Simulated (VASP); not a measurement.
A run of VASP 6.6.1:

Contents of INCAR:

```
SYSTEM = Ag
PREC = Accurate ; ENCUT = 520
EDIFF = 1E-7 ; ISMEAR = 0
SIGMA = 0.1 ; LREAL = .FALSE.
LASPH = .TRUE. ; NELM = 100
ALGO = Fast ; ISIF = 2
LWAVE = .FALSE. ; LCHARG = .FALSE.
GGA = PE ; NBANDS = 12
```

The input KPOINTS:

```
regular mesh
0
G
  10 10 10
  0 0 0
```

POSCAR

```
Ag
1.0
   -1.7218166405      1.7218166405      1.5237172135
    1.7218166405     -1.7218166405      1.5237172135
    1.7218166405      1.7218166405     -1.5237172135
Ag
1
Direct
    0.0000000000      0.0000000000      0.0000000000
```

Potentials or basis: VASP PAW PBE potentials, release 64 (Ag).

Run with:

```sh
$ cat potpaw_PBE.64/Ag/POTCAR > POTCAR
$ mpirun -np 1 vasp_std > vasp.out
```

Hardware: 1 thread of Intel(R) Xeon(R) Platinum 8488C (Sapphire Rapids), on a shared host.

Task: Estimate the wall time of this run.

Result: It took 12 s on 1 thread of Intel(R) Xeon(R) Platinum 8488C (Sapphire Rapids) (shared host), peak memory 0.15 GiB. Counts: scf iterations 12, k points 102.
